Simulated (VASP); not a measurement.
# P (I4_1/amd) in VASP: a series of runs

The runs below take P through single point, with PBE.

Everything below comes from runs of VASP 6.6.1. Logs are shortened: lines on timing, memory, paths and dates and some standing lists are left out, and cuts for length are marked.

### 1 The cell of the first run

It takes space group I4_1/amd (No. 141, tetragonal). Conventional cell: a = 4.846 Å, b = 4.846 Å, c = 2.504 Å, α = 90.00°, β = 90.00°, γ = 90.00°. Within 3.3 Å of P (site symmetry -4m2) lie 10 P at 2.50 to 3.07 Å.

### 2 Single point, PBE

Input file INCAR:

```
PREC     = Accurate       # precision mode
ENCUT    = 520            # plane-wave cutoff, eV
EDIFF    = 1E-6           # SCF threshold, eV
ISMEAR   = -1             # smearing method
SIGMA    = 0.05           # smearing width, eV
LREAL    = F              # projectors in reciprocal space
LASPH    = T              # aspherical terms in the spheres
NELM     = 80             # most SCF steps
ALGO     = Normal         # electronic algorithm
ISIF     = 2              # what is computed and relaxed
LWAVE    = F              # write WAVECAR
LCHARG   = F              # write CHGCAR
GGA      = PE             # functional
NBANDS   = 12             # bands
```

Input file KPOINTS:

```
Automatic mesh
0
Gamma
  17 17 17
```

Input file POSCAR:

```
P
1.0
   -2.4229836628      2.4229836628      1.2521459391
    2.4229836628     -2.4229836628      1.2521459391
    2.4229836628      2.4229836628     -1.2521459391
P
2
Direct
   -0.3750000000     -0.1250000000     -0.2500000000
    0.3750000000      0.1250000000      0.2500000000
```

Potentials or basis: VASP PAW PBE potentials, release 64 (P).

Command:

```bash
> cat potpaw_PBE.64/P/POTCAR > POTCAR
> mpirun -np 1 vasp_std > vasp.out
```

OUTCAR:

```text
PREC = Accurate
   ENCUT = 520
   EDIFF = 1E-6
   ISMEAR = -1
   LREAL = F
   LASPH = T
   NELM = 80
   ISIF = 2
   GGA = PE

 ion  position               nearest neighbor table
   1  0.625  0.875  0.750-   2 2.50   2 2.50   2 2.50   2 2.50
   2  0.375  0.125  0.250-   1 2.50   1 2.50   1 2.50   1 2.50

  LATTYP: Found a body centered tetragonal cell.
 ALAT       =     4.8459673256
 C/A-ratio  =     0.5167785315

  Lattice vectors:

 A1 = (  -2.4229836628,   2.4229836628,   1.2521459391)
 A2 = (   2.4229836628,  -2.4229836628,   1.2521459391)
 A3 = (   2.4229836628,   2.4229836628,  -1.2521459391)

Analysis of symmetry for initial positions (statically):
=====================================================================
 Subroutine PRICEL returns:
 Original cell was already a primitive cell.

 Routine SETGRP: Setting up the symmetry group for a
 body centered tetragonal supercell.

 Subroutine GETGRP returns: Found 16 space group operations
 (whereof  4 operations were pure point group operations)
 out of a pool of 16 trial point group operations.

The static configuration has the point symmetry C_2h.
 The point group associated with its full space group is D_4h.

Analysis of symmetry for dynamics (positions and initial velocities):
=====================================================================
 Subroutine PRICEL returns:
 Original cell was already a primitive cell.

 Routine SETGRP: Setting up the symmetry group for a
 body centered tetragonal supercell.

 Subroutine GETGRP returns: Found 16 space group operations
 (whereof  4 operations were pure point group operations)
 out of a pool of 16 trial point group operations.

The dynamic configuration has the point symmetry C_2h.
 The point group associated with its full space group is D_4h.

 Subroutine INISYM returns: Found 16 space group operations
 (whereof  4 operations are pure point group operations),
 and found     1 'primitive' translations

----------------------------------------------------------------------------------------

                                     Primitive cell

  volume of cell :      29.4046

  direct lattice vectors                    reciprocal lattice vectors
    -2.422983663  2.422983663  1.252145939     0.000000000  0.206357149  0.399314476
     2.422983663 -2.422983663  1.252145939     0.206357149  0.000000000  0.399314476
     2.422983663  2.422983663 -1.252145939     0.206357149  0.206357149  0.000000000

  length of vectors
     3.648228216  3.648228216  3.648228216     0.449483397  0.449483397  0.291833078

  position of ions in fractional coordinates (direct lattice)
     0.625000000  0.875000000  0.750000000
     0.375000000  0.125000000  0.250000000

  ion indices of the primitive-cell ions
   primitive index   ion index
                 1           1
                 2           2

----------------------------------------------------------------------------------------

 KPOINTS: Automatic mesh

Automatic generation of k-mesh.
 Grid dimensions read from file:
 generate k-points for:   17   17   17

 Generating k-lattice:

  Cartesian coordinates                     Fractional coordinates (reciprocal lattice)
     0.000000000  0.012138656  0.023489087     0.058823529  0.000000000  0.000000000
     0.012138656  0.000000000  0.023489087     0.000000000  0.058823529  0.000000000
     0.012138656  0.012138656  0.000000000     0.000000000  0.000000000  0.058823529

  Length of vectors
     0.026440200  0.026440200  0.017166652

  Shift w.r.t. Gamma in fractional coordinates (k-lattice)
     0.000000000  0.000000000  0.000000000

 Subroutine IBZKPT returns following result:
 ===========================================

 Found    405 irreducible k-points:

 Following reciprocal coordinates:
            Coordinates               Weight
  0.000000  0.000000  0.000000      1.000000
  0.058824  0.000000 -0.000000      8.000000
  0.117647  0.000000 -0.000000      8.000000
  0.176471 -0.000000  0.000000      8.000000
  0.235294  0.000000 -0.000000      8.000000
  0.294118 -0.000000  0.000000      8.000000
[... 16 lines left out ...]
 -0.176471  0.058824 -0.000000     16.000000
 -0.117647  0.058824  0.000000     16.000000
 [... further k-points ...]
   k-points           NKPTS =    405   k-points in BZ     NKDIM =    405   number of bands    NBANDS=     12
   number of dos      NEDOS =    301   number of ions     NIONS =      2
   total plane-waves  NPLWV =  21952
   dimension x,y,z NGX =    28 NGY =   28 NGZ =   28
   dimension x,y,z NGXF=    56 NGYF=   56 NGZF=   56
   ions per type =               2
   NGX,Y,Z   is equivalent  to a cutoff of  12.76, 12.76, 12.76 a.u.
   NGXF,Y,Z  is equivalent  to a cutoff of  25.52, 25.52, 25.52 a.u.
 SYSTEM =  unknown system
   PREC   = accura    normal or accurate (medium, high low for compatibility)
   ISTART =      0    job   : 0-new  1-cont  2-samecut
   ICHARG =      2    charge: 1-file 2-atom 10-const
   ISPIN  =      1    spin polarized calculation?
   LNONCOLLINEAR =      F non collinear calculations
   LSORBIT =      F    spin-orbit coupling
   LASPH  =      T    aspherical Exc in radial PAW
   ENCUT  =  520.0 eV  38.22 Ry    6.18 a.u.   6.78  6.78  6.78*2*pi/ulx,y,z
   NELM   =     80;   NELMIN=  2; NELMDL= -5     # of ELM steps
   EDIFF  = 0.1E-05   stopping-criterion for ELM
   LREAL  =      F    real-space projection
   EDIFFG = 0.1E-04   stopping-criterion for IOM
   NSW    =      0    number of steps for IOM
   IBRION =     -1    ionic relax: 0-MD 1-quasi-New 2-CG
   NFREE  =      0    steps in history (QN), initial steepest desc. (CG)
   ISIF   =      2    stress and relaxation
   ISYM   =      2    0-nonsym 1-usesym 2-fastsym
   POTIM  = 0.5000    time-step for ionic-motion
   TEBEG  =    0.0;   TEEND  =   0.0 temperature during run
   PSTRESS=    0.0 pullay stress
   NELECT =      10.0000    total number of electrons
   NUPDOWN=      -1.0000    fix difference up-down
   EMIN   =  10.00;   EMAX   =-10.00  energy-range for DOS
   EFERMI =   0.00;   METHOD = LEGACY
   ISMEAR =    -1;   SIGMA  =   0.05  broadening in eV -4-tet -1-fermi 0-gaus
   EFERMI_NEDOS =   21; number of points for ismear=-14 and -15
   IALGO  =     38    algorithm
   IMIX   =      4    mixing-type and parameters
     AMIX     =   0.40;   BMIX     =  1.00
     AMIX_MAG =   1.60;   BMIX_MAG =  1.00
  volume/ion in A,a.u.               =      14.70        99.22
  Fermi-wavevector in a.u.,A,eV,Ry     =   1.142710  2.159410 17.766313  1.305787
  Thomas-Fermi vector in A             =   2.279408
   LORBIT       =      0    0 simple, 1 ext, 2 COOP (PROOUT), +10 PAW based schemes
   GGA     = PE    functional components
   LHFCALC =     F    Hartree Fock is set to
   AEXX    =    0.0000 exact exchange contribution
   IVDW    =     0    specifies the selected vdW correction
   LEPSILON=     F    determine dielectric tensor
   LRPA    =     F    only Hartree local field effects (RPA)
 non-spin polarized calculation
  energy-cutoff  :      520.00
  volume of cell :       29.40
 maximum number of plane-waves:       806
   NGX = 13   NGY = 13   NGZ = 13

 number of electron      10.0000001 magnetization

 Free energy of the ion-electron system (eV)
  ---------------------------------------------------
  ext. energy  EPLUGINS =         0.00000000
  ---------------------------------------------------
  free energy    TOTEN  =        -9.94948016 eV

  energy without entropy =       -9.94552065  energy(sigma->0) =       -9.94750041

 E-fermi :   9.7387     XC(G=0): -11.3109

 val. band max:        9.7371247541   @ k =  -0.2941   0.2941   0.1765
 cond. band min:       9.7537255712   @ k =   0.4118   0.4118  -0.0000
 fundamental gap:      0.0166008171
 Fermi energy:         9.7386620214

 k-point     1 :       0.0000    0.0000    0.0000
  band No.  band energies     occupation
      1      -6.7725      2.00000
      2       2.4259      2.00000
      3       4.6055      2.00000
      4       4.6055      2.00000
      5      10.8157      0.00000
      6      14.5087      0.00000
      7      14.5087      0.00000
      8      15.6359      0.00000
      9      16.4672      0.00000
     10      18.0032      0.00000
     11      18.7690      0.00000
     12      21.5706      0.00000

 k-point     2 :       0.0588    0.0000   -0.0000
  band No.  band energies     occupation
      1      -6.6753      2.00000
      2       2.3294      2.00000
      3       4.6109      2.00000
      4       4.8753      2.00000
      5      10.9931      0.00000
      6      14.0346      0.00000
      7      14.5283      0.00000
      8      15.3024      0.00000
      9      15.4854      0.00000
     10      17.8820      0.00000
     11      19.6051      0.00000
     12      22.3704      0.00000

 k-point     3 :       0.1176    0.0000   -0.0000
  band No.  band energies     occupation
      1      -6.3843      2.00000
      2       2.1568      2.00000
      3       4.6394      2.00000
      4       5.5625      2.00000
      5      11.5072      0.00000
      6      12.9443      0.00000
      7      13.6607      0.00000
      8      14.3414      0.00000
      9      14.5501      0.00000
     10      18.0743      0.00000
     11      20.4362      0.00000
     12      20.6291      0.00000

 k-point     4 :       0.1765   -0.0000    0.0000
  band No.  band energies     occupation
      1      -5.9010      2.00000
      2       2.0515      2.00000
      3       4.7184      2.00000
      4       6.4995      2.00000
      5      11.2804      0.00000
      6      11.9029      0.00000
      7      12.2969      0.00000
      8      13.3493      0.00000
      9      14.4493      0.00000
     10      17.8765      0.00000
     11      19.1542      0.00000
     12      20.1221      0.00000

 k-point     5 :       0.2353    0.0000   -0.0000
  band No.  band energies     occupation
      1      -5.2287      2.00000
      2       2.0720      2.00000
      3       4.8744      2.00000
      4       7.4979      2.00000
      5       9.3787      1.99851
      6      10.3163      0.00002
      7      12.6049      0.00000
      8      13.0588      0.00000
      9      14.2489      0.00000
     10      17.0218      0.00000
     11      18.4243      0.00000
     12      20.6129      0.00000
[... 228 lines left out ...]
      1      -5.0313      2.00000
      2       1.4887      2.00000
      3       4.7200      2.00000
      4       7.9634      2.00000
      5       9.2453      1.99990
      6      10.2477      0.00008
      7      11.9678      0.00000
      8      13.4759      0.00000
      9      14.6728      0.00000
     10      17.4371      0.00000
     11      18.4624      0.00000
     12      21.3012      0.00000

 k-point    22 :      -0.2353    0.0588    0.0000
  band No.  band energies     occupation
      1      -5.7418      2.00000
      2       1.4469      2.00000
      3       4.5837      2.00000
      4       7.1466      2.00000
      5      10.8233      0.00000
      6      11.6830      0.00000
      7      12.8676      0.00000
      8      12.9993      0.00000
      9      14.4510      0.00000
     10      18.1791      0.00000
     11      19.2753      0.00000
     12      20.7996      0.00000

 k-point    23 :      -0.1765    0.0588   -0.0000
  band No.  band energies     occupation
      1      -6.2643      2.00000
      2       1.5547      2.00000
      3       4.5500      2.00000
      4       6.1553      2.00000
      5      12.0191      0.00000
      6      12.1969      0.00000
      7      13.4693      0.00000
      8      14.1833      0.00000
      9      14.5368      0.00000
     10      18.5236      0.00000
     11      20.4530      0.00000
     12      21.0539      0.00000

 k-point    24 :      -0.1176    0.0588    0.0000
  band No.  band energies     occupation
      1      -6.5951      2.00000
      2       1.7915      2.00000
      3       4.5947      2.00000
      4       5.3428      2.00000
      5      11.3765      0.00000
      6      13.1691      0.00000
      7      14.2628      0.00000
      8      15.3865      0.00000
      9      15.6561      0.00000
     10      18.3328      0.00000
     11      19.7675      0.00000
     12      22.1567      0.00000

 [... further k-points ...]

------------------------ aborting loop because EDIFF is reached ----------------------------------------

  FORCE on cell =-STRESS in cart. coord.  units (eV):
  Direction    XX          YY          ZZ          XY          YZ          ZX
  --------------------------------------------------------------------------------------
  -------------------------------------------------------------------------------------
  Total        0.3723200      0.3723200      0.3582204      0.0000000      0.0000000      0.0000000
  in kB       20.2866808     20.2866808     19.5184347      0.0000000      0.0000000      0.0000000
  external PRESSURE =      20.0305988 kB  Pullay stress =       0.0000000 kB

 VOLUME and BASIS-vectors are now :
 -----------------------------------------------------------------------------
  energy-cutoff  :      520.00
  volume of cell :       29.40
      direct lattice vectors                 reciprocal lattice vectors
    -2.422983663  2.422983663  1.252145939     0.000000000  0.206357149  0.399314476
     2.422983663 -2.422983663  1.252145939     0.206357149  0.000000000  0.399314476
     2.422983663  2.422983663 -1.252145939     0.206357149  0.206357149  0.000000000

 POSITION                                       TOTAL-FORCE (eV/Angst)
 -----------------------------------------------------------------------------------
      2.42298      1.21149      0.93911        -0.000000      0.000000      0.000000
      0.00000      1.21149      0.31304         0.000000     -0.000000     -0.000000
 -----------------------------------------------------------------------------------
    total drift:                               -0.000000      0.000000     -0.000000

  FREE ENERGIE OF THE ION-ELECTRON SYSTEM (eV)
  ---------------------------------------------------
  free  energy   TOTEN  =        -9.9494801649 eV

  energy  without entropy=       -9.9455206518  energy(sigma->0) =       -9.94750041
```

Wall time 3.3 min (1 thread of Intel Xeon 8259CL, shared host); peak memory 0.23 GiB.

What came out:

```yaml
Free_energy: -9.9495 eV
Pressure: 2.0 GPa
Band_gap_on_the_k_mesh: zero (bands 5 and 6 overlap by 7.68 eV)
```

### 3 Single point, PBE

Input file INCAR:

```
  PREC = Accurate
  ENCUT = 520
  EDIFF = 1E-6
  ISMEAR = -1
  SIGMA = 0.05
  LREAL = F
  LASPH = T
  NELM = 100
  ALGO = Normal
  ISIF = 2
  LWAVE = F
  LCHARG = F
  GGA = PE
  NBANDS = 12
```

KPOINTS is that of step 2.

Input file POSCAR:

```
P
1.0
   -2.4233443314      2.4233443314      1.2522344002
    2.4233443314     -2.4233443314      1.2522344002
    2.4233443314      2.4233443314     -1.2522344002
P
2
Direct
   -0.3750000000     -0.1250000000     -0.2500000000
    0.3750000000      0.1250000000      0.2500000000
```

Potentials or basis: VASP PAW PBE potentials, release 64 (P).

Command:

```bash
> cat potpaw_PBE.64/P/POTCAR > POTCAR
> mpirun -np 1 vasp_std > vasp.out
```

Run time: 3.1 min. Hardware: 1 thread of Intel Xeon 8259CL, shared host; peak memory 0.23 GiB.

The run converged. Its results:

| Property | Result |
| --- | --- |
| Free energy | -9.9496 eV |
| Pressure | 2.0 GPa |
| Band gap on the k mesh | zero (bands 5 and 6 overlap by 7.68 eV) |

Levels at points of the mesh, in eV from the Fermi level:
```tsv
k point	band 2	band 3	band 4	band 5	band 6	band 7	band 8	band 9
(0.00, 0.00, 0.00)	-7.31	-5.13	-5.13	1.08	4.77	4.77	5.90	6.73
```
